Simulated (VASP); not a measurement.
# W (Im-3m) in VASP: a series of runs

Runs on W. Level: PBE. Tasks: single point.

Everything below comes from runs of VASP 6.6.1. Logs are shortened: lines on timing, memory, paths and dates and some standing lists are left out, and cuts for length are marked.

### 1 The cell of the first run

It takes space group Im-3m (No. 229, cubic). Conventional cell: a = 3.195 Å, b = 3.195 Å, c = 3.195 Å, α = 90.00°, β = 90.00°, γ = 90.00°. W (site symmetry m-3m) has 14 W at 2.77 to 3.19 Å within 3.6 Å.

### 2 Single point, PBE

Contents of INCAR:

```
SYSTEM = W
ALGO     = Fast           ! electronic algorithm
EDIFF    = 1E-6           ! SCF threshold, eV
ENCUT    = 520            ! plane-wave cutoff, eV
GGA      = PE             ! functional
ISIF     = 2              ! what is computed and relaxed
ISMEAR   = -1             ! smearing method
LASPH    = .True.         ! aspherical terms in the spheres
LCHARG   = .False.        ! write CHGCAR
LREAL    = .False.        ! projectors in reciprocal space
LWAVE    = .False.        ! write WAVECAR
NBANDS   = 13             ! bands
NELM     = 80             ! most SCF steps
PREC     = Accurate       ! precision mode
SIGMA    = 0.4            ! smearing width, eV
```

Contents of KPOINTS:

```
k-points
0
Gamma
  20 20 20
  0 0 0
```

Contents of POSCAR:

```
W
1.0
   -1.5973000000      1.5973000000      1.5973000000
    1.5973000000     -1.5973000000      1.5973000000
    1.5973000000      1.5973000000     -1.5973000000
W
1
Direct
    0.0000000000      0.0000000000      0.0000000000
```

Potentials or basis: VASP PAW PBE potentials, release 64 (W_sv).

Run with:

```
cat potpaw_PBE.64/W_sv/POTCAR > POTCAR
mpirun -np 1 vasp_std > vasp.out
```

OUTCAR:

```text
SYSTEM = W
   EDIFF = 1E-6
   ENCUT = 520
   GGA = PE
   ISIF = 2
   ISMEAR = -1
   LASPH = .True.
   LREAL = .False.
   NELM = 80
   PREC = Accurate

 ion  position               nearest neighbor table
   1  0.000  0.000  0.000-

  LATTYP: Found a body centered cubic cell.
 ALAT       =     3.1946000000

  Lattice vectors:

 A1 = (  -1.5973000000,   1.5973000000,   1.5973000000)
 A2 = (   1.5973000000,  -1.5973000000,   1.5973000000)
 A3 = (   1.5973000000,   1.5973000000,  -1.5973000000)

Analysis of symmetry for initial positions (statically):
=====================================================================
 Subroutine PRICEL returns:
 Original cell was already a primitive cell.

 Routine SETGRP: Setting up the symmetry group for a
 body centered cubic supercell.

 Subroutine GETGRP returns: Found 48 space group operations
 (whereof 48 operations were pure point group operations)
 out of a pool of 48 trial point group operations.

The static configuration has the point symmetry O_h .

Analysis of symmetry for dynamics (positions and initial velocities):
=====================================================================
 Subroutine PRICEL returns:
 Original cell was already a primitive cell.

 Routine SETGRP: Setting up the symmetry group for a
 body centered cubic supercell.

 Subroutine GETGRP returns: Found 48 space group operations
 (whereof 48 operations were pure point group operations)
 out of a pool of 48 trial point group operations.

The dynamic configuration has the point symmetry O_h .

 Subroutine INISYM returns: Found 48 space group operations
 (whereof 48 operations are pure point group operations),
 and found     1 'primitive' translations

----------------------------------------------------------------------------------------

                                     Primitive cell

  volume of cell :      16.3012

  direct lattice vectors                    reciprocal lattice vectors
    -1.597300000  1.597300000  1.597300000     0.000000000  0.313028235  0.313028235
     1.597300000 -1.597300000  1.597300000     0.313028235  0.000000000  0.313028235
     1.597300000  1.597300000 -1.597300000     0.313028235  0.313028235  0.000000000

  length of vectors
     2.766604755  2.766604755  2.766604755     0.442688776  0.442688776  0.442688776

  position of ions in fractional coordinates (direct lattice)
[... 83 lines left out ...]
   ISIF   =      2    stress and relaxation
   ISYM   =      2    0-nonsym 1-usesym 2-fastsym
   POTIM  = 0.5000    time-step for ionic-motion
   TEBEG  =    0.0;   TEEND  =   0.0 temperature during run
   PSTRESS=    0.0 pullay stress
   NELECT =      14.0000    total number of electrons
   NUPDOWN=      -1.0000    fix difference up-down
   EMIN   =  10.00;   EMAX   =-10.00  energy-range for DOS
   EFERMI =   0.00;   METHOD = LEGACY
   ISMEAR =    -1;   SIGMA  =   0.40  broadening in eV -4-tet -1-fermi 0-gaus
   EFERMI_NEDOS =   21; number of points for ismear=-14 and -15
   IALGO  =     68    algorithm
   IMIX   =      4    mixing-type and parameters
     AMIX     =   0.40;   BMIX     =  1.00
     AMIX_MAG =   1.60;   BMIX_MAG =  1.00
  volume/ion in A,a.u.               =      16.30       110.01
  Fermi-wavevector in a.u.,A,eV,Ry     =   1.556125  2.940649 32.946829  2.421524
  Thomas-Fermi vector in A             =   2.659966
   LORBIT       =      0    0 simple, 1 ext, 2 COOP (PROOUT), +10 PAW based schemes
   GGA     = PE    functional components
   LHFCALC =     F    Hartree Fock is set to
   AEXX    =    0.0000 exact exchange contribution
   IVDW    =     0    specifies the selected vdW correction
   LEPSILON=     F    determine dielectric tensor
   LRPA    =     F    only Hartree local field effects (RPA)
 non-spin polarized calculation
 RMM-DIIS sequential band-by-band and
  energy-cutoff  :      520.00
  volume of cell :       16.30
 maximum number of plane-waves:       466
 NGX is ok and might be reduce to    24
   NGX = 11   NGY = 11   NGZ = 11

 number of electron      14.0000002 magnetization

 Free energy of the ion-electron system (eV)
  ---------------------------------------------------
  ext. energy  EPLUGINS =         0.00000000
  ---------------------------------------------------
  free energy    TOTEN  =       -13.09433618 eV

  energy without entropy =      -12.77375415  energy(sigma->0) =      -12.93404516

 E-fermi :  10.9628     XC(G=0): -13.4785

 val. band max:       10.9279534488   @ k =  -0.3000   0.3000   0.2500
 cond. band min:      11.0715242203   @ k =  -0.2000   0.2500   0.1000
 fundamental gap:      0.1435707715
 Fermi energy:        10.9627854554

 k-point     1 :       0.0000    0.0000    0.0000
  band No.  band energies     occupation
      1     -63.1400      2.00000
      2     -26.7460      2.00000
      3     -26.7460      2.00000
      4     -26.7460      2.00000
      5       1.5605      2.00000
      6       9.8747      1.87640
      7       9.8747      1.87640
      8       9.8747      1.87640
      9      13.2540      0.00649
     10      13.2540      0.00649
     11      25.4923      0.00000
     12      25.4923      0.00000
     13      25.4923      0.00000
[... 354 lines left out ...]
  band No.  band energies     occupation
      1     -63.0578      2.00000
      2     -27.5472      2.00000
      3     -27.0127      2.00000
      4     -26.7911      2.00000
      5       4.8232      2.00000
      6       8.2999      1.99743
      7       8.9729      1.98627
      8      12.5344      0.03857
      9      13.8323      0.00153
     10      14.1187      0.00075
     11      24.8081      0.00000
     12      26.1879      0.00000
     13      30.4776      0.00000

 [... further k-points ...]

------------------------ aborting loop because EDIFF is reached ----------------------------------------

  FORCE on cell =-STRESS in cart. coord.  units (eV):
  Direction    XX          YY          ZZ          XY          YZ          ZX
  --------------------------------------------------------------------------------------
  -------------------------------------------------------------------------------------
  Total       -0.1329539     -0.1329539     -0.1329539      0.0000000      0.0000000      0.0000000
  in kB      -13.0674857    -13.0674857    -13.0674857      0.0000000      0.0000000      0.0000000
  external PRESSURE =     -13.0674857 kB  Pullay stress =       0.0000000 kB

 VOLUME and BASIS-vectors are now :
 -----------------------------------------------------------------------------
  energy-cutoff  :      520.00
  volume of cell :       16.30
      direct lattice vectors                 reciprocal lattice vectors
    -1.597300000  1.597300000  1.597300000     0.000000000  0.313028235  0.313028235
     1.597300000 -1.597300000  1.597300000     0.313028235  0.000000000  0.313028235
     1.597300000  1.597300000 -1.597300000     0.313028235  0.313028235  0.000000000

 POSITION                                       TOTAL-FORCE (eV/Angst)
 -----------------------------------------------------------------------------------
      0.00000      0.00000      0.00000        -0.000000      0.000000     -0.000000
 -----------------------------------------------------------------------------------
    total drift:                                0.000000      0.000000      0.000000

  FREE ENERGIE OF THE ION-ELECTRON SYSTEM (eV)
  ---------------------------------------------------
  free  energy   TOTEN  =       -13.0943361751 eV

  energy  without entropy=      -12.7737541495  energy(sigma->0) =      -12.93404516
```

OSZICAR:

```text
N       E                     dE             d eps       ncg     rms          rms(c)
DAV:   1     0.850430372232E+02    0.85043E+02   -0.73865E+03  6696   0.121E+03
DAV:   2    -0.120168211789E+02   -0.97060E+02   -0.93154E+02  7486   0.316E+02
DAV:   3    -0.137090337628E+02   -0.16922E+01   -0.16865E+01  7216   0.404E+01
DAV:   4    -0.137159249538E+02   -0.68912E-02   -0.68910E-02  7371   0.287E+00
DAV:   5    -0.137159839351E+02   -0.58981E-04   -0.58981E-04  7471   0.250E-01    0.198E+01
RMM:   6    -0.132208925693E+02    0.49509E+00   -0.40825E-01  7199   0.596E+00    0.813E+00
RMM:   7    -0.130971327934E+02    0.12376E+00   -0.29073E-01  7219   0.502E+00    0.852E-01
RMM:   8    -0.130945345448E+02    0.25982E-02   -0.11784E-02  8257   0.118E+00    0.260E-01
RMM:   9    -0.130943494464E+02    0.18510E-03   -0.17581E-03  7946   0.500E-01    0.232E-02
RMM:  10    -0.130943472312E+02    0.22152E-05   -0.26585E-04  8230   0.192E-01    0.116E-02
RMM:  11    -0.130943352108E+02    0.12020E-04   -0.37986E-05  8379   0.742E-02    0.465E-03
RMM:  12    -0.130943361751E+02   -0.96425E-06   -0.70996E-06  7610   0.350E-02
   1 F= -.13094336E+02 E0= -.12934045E+02  d E =-.320582E+00
```

Wall time 73 s (1 thread of Intel Xeon 8259CL, shared host); peak memory 0.18 GiB.

Results:

```yaml
Free_energy: -13.0943 eV
Pressure: -1.3 GPa
Band_gap_on_the_k_mesh: zero (band 7 reaches 16.03 eV, above the bottom of band 8 at 9.87 eV)
```

Caveat: spin-orbit coupling is left out, which moves the levels of the heavy elements.

### 3 Single point, PBE

Contents of INCAR:

```
SYSTEM = W
PREC = Accurate
ENCUT = 520
EDIFF = 1E-6
ISMEAR = -1
SIGMA = 0.4
LREAL = .False.
LASPH = .True.
NELM = 100
ALGO = Fast
ISIF = 2
LWAVE = .False.
LCHARG = .False.
GGA = PE
NBANDS = 13
```

Contents of KPOINTS:

```
Automatic mesh
0
Gamma
  24 24 24
  0 0 0
```

POSCAR is that of step 2.

Potentials or basis: VASP PAW PBE potentials, release 64 (W_sv).

Run with:

```
cat potpaw_PBE.64/W_sv/POTCAR > POTCAR
mpirun -np 1 vasp_std > vasp.out
```

Run time: 2.1 min. Hardware: 1 thread of Intel Xeon 8259CL, shared host; peak memory 0.21 GiB.

Results (log left out):

* Free energy: -13.0943 eV
* Pressure: -1.3 GPa
* Band gap on the k mesh: zero (band 7 reaches 16.03 eV, above the bottom of band 8 at 9.87 eV)

Levels at points of the mesh, in eV from the Fermi level:
```tsv
k point	band 3	band 4	band 5	band 6	band 7	band 8	band 9	band 10	band 11	band 12
(0.00, 0.00, 0.00)	-37.71	-37.71	-9.40	-1.09	-1.09	-1.09	2.29	2.29	14.53	14.53
(0.50, 0.00, 0.00)	-38.09	-37.71	-6.01	-3.34	0.67	2.17	3.12	6.01	10.73	11.49
(0.50, 0.50, 0.50)	-38.54	-38.54	-5.53	-5.53	5.07	5.07	5.07	8.11	8.11	8.11
```

Caveat: spin-orbit coupling is left out, which moves the levels of the heavy elements.
